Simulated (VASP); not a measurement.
# LiBr (Fm-3m) in VASP: further runs, part 2 of 2

VASP 6.6.1.

## 3. Vibrations by perturbation theory, PBEsol

This run uses another cell than the first one, of 17.76 Å³/atom.

File INCAR:

```
  ALGO = Normal
  EDIFF = 1E-8
  ENCUT = 750
  GGA = PS
  GGA_COMPAT = False
  IBRION = 8
  ISIF = 2
  ISMEAR = 0
  LASPH = True
  LCHARG = False
  LREAL = False
  LWAVE = False
  NBANDS = 12
  NELM = 120
  NSW = 1
  PREC = Accurate
  SIGMA = 0.01
```

File KPOINTS:

```
k-points
0
Gamma
  8 8 8
```

File POSCAR:

```
LiBr
1.0
    2.6089206571      2.6089206571      0.0000000000
   -2.6089206571      2.6089206571      0.0000000000
    0.0000000000      2.6089206571      2.6089206571
Li Br
1 1
Direct
    0.0000000000      0.0000000000      0.0000000000
    0.5000000000      0.5000000000      0.0000000000
```

Potentials or basis: VASP PAW PBE potentials, release 64 (Li_sv, Br).

Started as:

```bash
$ cat potpaw_PBE.64/Li_sv/POTCAR potpaw_PBE.64/Br/POTCAR > POTCAR
$ mpirun -np 1 vasp_std > vasp.out
```

OUTCAR:

```text
EDIFF = 1E-8
   ENCUT = 750
   GGA = PS
   IBRION = 8
   ISIF = 2
   ISMEAR = 0
   LASPH = True
   LREAL = False
   NELM = 120
   NSW = 1
   PREC = Accurate

 ion  position               nearest neighbor table
   1  0.000  0.000  0.000-   2 2.61   2 2.61   2 2.61   2 2.61   2 2.61   2 2.61
   2  0.500  0.500  0.000-   1 2.61   1 2.61   1 2.61   1 2.61   1 2.61   1 2.61

  LATTYP: Found a face centered cubic cell.
 ALAT       =     5.2178413142

  Lattice vectors:

 A1 = (   0.0000000000,   2.6089206571,   2.6089206571)
 A2 = (   2.6089206571,   0.0000000000,   2.6089206571)
 A3 = (   2.6089206571,   2.6089206571,   0.0000000000)

Analysis of symmetry for initial positions (statically):
=====================================================================
 Subroutine PRICEL returns:
 Original cell was already a primitive cell.

 Routine SETGRP: Setting up the symmetry group for a
 face centered cubic supercell.
[... 591 lines left out ...]

 INTERNAL STRAIN TENSOR  FOR ION    2  DIRECTION 1   (eV/Angst):
 -----------------------------------------------------------------------------
     0.00044  0.00000  0.00000
     0.00000 -0.01196  0.00000
    -0.00000  0.00000 -0.01196

 INTERNAL STRAIN TENSOR FOR ION    2 for displacements in x,y,z  (eV/Angst):
          X           Y           Z          XY          YZ          ZX
  --------------------------------------------------------------------------------
  x     0.00000     0.00000     0.00000     0.00000     0.00000     0.00000
  y     0.00000     0.00000     0.00000     0.00000     0.00000     0.00000
  z     0.00000     0.00000     0.00000     0.00000     0.00000     0.00000

 SECOND DERIVATIVES (NOT SYMMETRIZED)
 ------------------------------------
               1X          1Y          1Z          2X          2Y          2Z
  1X    -1.400203   -0.000000    0.000000    1.400203    0.000000   -0.000000
  1Y     0.000000   -1.400203   -0.000000   -0.000000    1.400203    0.000000
  1Z    -0.000000   -0.000000   -1.400203    0.000000    0.000000    1.400203
  2X     1.419421   -0.000000    0.000000   -1.419421    0.000000   -0.000000
  2Y     0.000000    1.419421   -0.000000   -0.000000   -1.419421    0.000000
  2Z     0.000000   -0.000000    1.419421   -0.000000    0.000000   -1.419421

 Eigenvectors and eigenvalues of the dynamical matrix
 ----------------------------------------------------

   1 f  =    7.291029 THz    45.810886 2PiTHz  243.202550 cm-1    30.153260 meV
             X         Y         Z           dx          dy          dz
      0.000000  0.000000  0.000000    -0.958293   -0.000000    0.000000
      0.000000  2.608921  0.000000     0.285787    0.000000    0.000000
[... 21 lines left out ...]
   6 f/i=    0.013610 THz     0.085514 2PiTHz    0.453977 cm-1     0.056286 meV
             X         Y         Z           dx          dy          dz
      0.000000  0.000000  0.000000    -0.000000   -0.200056   -0.204088
      0.000000  2.608921  0.000000     0.000000   -0.670822   -0.684342

--------------------------------------------------------------------------------------------------------

 ELASTIC MODULI CONTR FROM IONIC RELAXATION (kBar)
 Direction    XX          YY          ZZ          XY          YZ          ZX
 --------------------------------------------------------------------------------
 XX           0.0000      0.0000      0.0000      0.0000      0.0000      0.0000
 YY           0.0000      0.0000      0.0000      0.0000      0.0000      0.0000
 ZZ           0.0000      0.0000      0.0000      0.0000      0.0000      0.0000
 XY           0.0000      0.0000      0.0000      0.0000      0.0000      0.0000
 YZ           0.0000      0.0000      0.0000      0.0000      0.0000      0.0000
 ZX           0.0000      0.0000      0.0000      0.0000      0.0000      0.0000
 --------------------------------------------------------------------------------
```

OSZICAR:

```text
N       E                     dE             d eps       ncg     rms          rms(c)
DAV:   1     0.494843509502E+02    0.49484E+02   -0.50963E+03   696   0.997E+02
DAV:   2    -0.377715139754E+01   -0.53262E+02   -0.50829E+02   880   0.156E+02
DAV:   3    -0.683809992992E+01   -0.30609E+01   -0.30506E+01   916   0.387E+01
[... 56 lines left out ...]
RMM:   9    -0.135254510685E+00    0.58320E-06    0.54394E-06  3389   0.360E-04    0.197E-05
RMM:  10    -0.135254336107E+00    0.17458E-06    0.14929E-06  3473   0.144E-04    0.779E-06
RMM:  11    -0.135254344566E+00   -0.84584E-08    0.79595E-07  3528   0.625E-05    0.553E-06
RMM:  12    -0.135254319318E+00    0.25248E-07    0.39476E-07  3479   0.282E-05    0.125E-06
RMM:  13    -0.135254312342E+00    0.69757E-08    0.15525E-07  3402   0.135E-05    0.555E-07
RMM:  14    -0.135254304922E+00    0.74206E-08    0.79450E-08  3139   0.744E-06    0.294E-07
 Linear response finished
```

stdout:

```text
POSCAR found type information on POSCAR LiBr
 POSCAR found :  2 types and       2 ions
 scaLAPACK will be used
 -----------------------------------------------------------------------------
|                                                                             |
|                                                                             |
|     You enforced a specific xc type in the INCAR file but a different       |
|     I HOPE YOU KNOW WHAT YOU ARE DOING!                                     |
|                                                                             |
 -----------------------------------------------------------------------------

 LDA part: xc-table for (Slater+PW92), standard interpolation
 POSCAR, INCAR and KPOINTS ok, starting setup
 FFT: planning ... GRIDC
 FFT: planning ... GRID_SOFT
 FFT: planning ... GRID
 WAVECAR not read
 entering main loop
 Linear response reoptimize wavefunctions to high precision
 Linear response DOF=           2
 Linear response progress:
 first order change of Fermi-energy  -0.13130E-04
 force on displaced ion       1 direction 1 :  -1.400  -0.000   0.000
 Linear response progress:
 first order change of Fermi-energy  -0.13248E-03
 force on displaced ion       2 direction 1 :  -1.419   0.000  -0.000
 Linear response finished
```

It took 2.2 min on 1 thread of Intel Xeon 6975P-C (Granite Rapids), shared host; peak memory 0.3 GiB.

Results:

```
Highest phonon frequency at Γ, LO-TO splitting left out : 243 cm⁻¹
```

Phonon frequencies in cm⁻¹ (negative: imaginary):
```
              q point        frequencies
(0.000, 0.000, 0.000)  0 0 0 243 243 243
```

Caveat: the cell stands under pressure or tension, which shifts response properties; the PAW data sets were made with another functional, which shifts forces and pressure a little.

## 4. Vibrations by perturbation theory, PBEsol

This run uses another cell than the first one, of 18.65 Å³/atom.

File INCAR:

```
SYSTEM = LiBr
PREC     = Accurate       ! precision mode
ENCUT    = 750            ! plane-wave cutoff, eV
EDIFF    = 1E-8           ! SCF threshold, eV
ISMEAR   = 0              ! smearing method
SIGMA    = 0.01           ! smearing width, eV
LREAL    = .FALSE.        ! projectors in reciprocal space
LASPH    = .TRUE.         ! aspherical terms in the spheres
NELM     = 120            ! most SCF steps
ALGO     = Normal         ! electronic algorithm
ISIF     = 2              ! what is computed and relaxed
LWAVE    = .FALSE.        ! write WAVECAR
LCHARG   = .FALSE.        ! write CHGCAR
GGA      = PS             ! functional
IBRION   = 8              ! ionic algorithm
NSW      = 1              ! ionic steps
GGA_COMPAT= .FALSE.
```

File KPOINTS:

```
regular mesh
0
G
  8 8 8
  0 0 0
```

File POSCAR:

```
LiBr
1.0
    2.6517998079      2.6517998079      0.0000000000
   -2.6517998079      2.6517998079      0.0000000000
    0.0000000000      2.6517998079      2.6517998079
Li Br
1 1
Direct
    0.0000000000      0.0000000000      0.0000000000
    0.5000000000      0.5000000000      0.0000000000
```

Potentials or basis: VASP PAW PBE potentials, release 64 (Li_sv, Br).

Started as:

```bash
$ cat potpaw_PBE.64/Li_sv/POTCAR potpaw_PBE.64/Br/POTCAR > POTCAR
$ mpirun -np 1 vasp_std > vasp.out
```

OUTCAR:

```text
SYSTEM = LiBr
   PREC = Accurate
   ENCUT = 750
   EDIFF = 1E-8
   ISMEAR = 0
   LREAL = .FALSE.
   LASPH = .TRUE.
   NELM = 120
   ISIF = 2
   GGA = PS
   IBRION = 8
   NSW = 1

 ion  position               nearest neighbor table
   1  0.000  0.000  0.000-   2 2.65   2 2.65   2 2.65   2 2.65   2 2.65   2 2.65
   2  0.500  0.500  0.000-   1 2.65   1 2.65   1 2.65   1 2.65   1 2.65   1 2.65

  LATTYP: Found a face centered cubic cell.
 ALAT       =     5.3035996158

  Lattice vectors:

 A1 = (   0.0000000000,   2.6517998079,   2.6517998079)
 A2 = (   2.6517998079,   0.0000000000,   2.6517998079)
 A3 = (   2.6517998079,   2.6517998079,   0.0000000000)

Analysis of symmetry for initial positions (statically):
=====================================================================
 Subroutine PRICEL returns:
[... 522 lines left out ...]
------------------------ aborting loop because EDIFF is reached ----------------------------------------

 INTERNAL STRAIN TENSOR  FOR ION    2  DIRECTION 1   (eV/Angst):
 -----------------------------------------------------------------------------
    -0.00006  0.00000  0.00000
     0.00000 -0.01124 -0.00000
    -0.00000 -0.00000 -0.01124

 INTERNAL STRAIN TENSOR FOR ION    2 for displacements in x,y,z  (eV/Angst):
          X           Y           Z          XY          YZ          ZX
  --------------------------------------------------------------------------------
  x     0.00000     0.00000     0.00000     0.00000     0.00000     0.00000
  y     0.00000     0.00000     0.00000     0.00000     0.00000     0.00000
  z     0.00000     0.00000     0.00000     0.00000     0.00000     0.00000

 SECOND DERIVATIVES (NOT SYMMETRIZED)
 ------------------------------------
               1X          1Y          1Z          2X          2Y          2Z
  1X    -1.084316    0.000000   -0.000000    1.084316   -0.000000    0.000000
  1Y    -0.000000   -1.084316    0.000000    0.000000    1.084316   -0.000000
  1Z    -0.000000    0.000000   -1.084316    0.000000   -0.000000    1.084316
  2X     1.106316   -0.000000    0.000000   -1.106316    0.000000   -0.000000
  2Y     0.000000    1.106316   -0.000000   -0.000000   -1.106316    0.000000
  2Z    -0.000000   -0.000000    1.106316    0.000000    0.000000   -1.106316

 Eigenvectors and eigenvalues of the dynamical matrix
 ----------------------------------------------------

   1 f  =    6.417811 THz    40.324297 2PiTHz  214.075137 cm-1    26.541922 meV
             X         Y         Z           dx          dy          dz
      0.000000  0.000000  0.000000    -0.000000    0.958038    0.000000
      0.000000  2.651800  0.000000    -0.000000   -0.286641    0.000000
[... 21 lines left out ...]
   6 f/i=    0.017700 THz     0.111214 2PiTHz    0.590415 cm-1     0.073202 meV
             X         Y         Z           dx          dy          dz
      0.000000  0.000000  0.000000    -0.000000   -0.286641   -0.000000
      0.000000  2.651800  0.000000    -0.000000   -0.958038    0.000000

--------------------------------------------------------------------------------------------------------

 ELASTIC MODULI CONTR FROM IONIC RELAXATION (kBar)
 Direction    XX          YY          ZZ          XY          YZ          ZX
 --------------------------------------------------------------------------------
 XX           0.0000      0.0000      0.0000      0.0000      0.0000      0.0000
 YY           0.0000      0.0000      0.0000      0.0000      0.0000      0.0000
 ZZ           0.0000      0.0000      0.0000      0.0000      0.0000      0.0000
 XY           0.0000      0.0000      0.0000      0.0000      0.0000      0.0000
 YZ           0.0000      0.0000      0.0000      0.0000      0.0000      0.0000
 ZX           0.0000      0.0000      0.0000      0.0000      0.0000      0.0000
 --------------------------------------------------------------------------------
```

It took 1.9 min on 1 thread of Intel Xeon 6975P-C (Granite Rapids), shared host; peak memory 0.3 GiB.

What came out:

```yaml
Highest_phonon_frequency_at_Γ_LO-TO_splitting_left_out: 214 cm⁻¹
```

Phonon frequencies in cm⁻¹ (negative: imaginary):
```tsv
q point	frequencies
(0.000, 0.000, 0.000)	-1 -1 -1 214 214 214
```

Caveat: the cell stands under pressure or tension, which shifts response properties; the PAW data sets were made with another functional, which shifts forces and pressure a little.
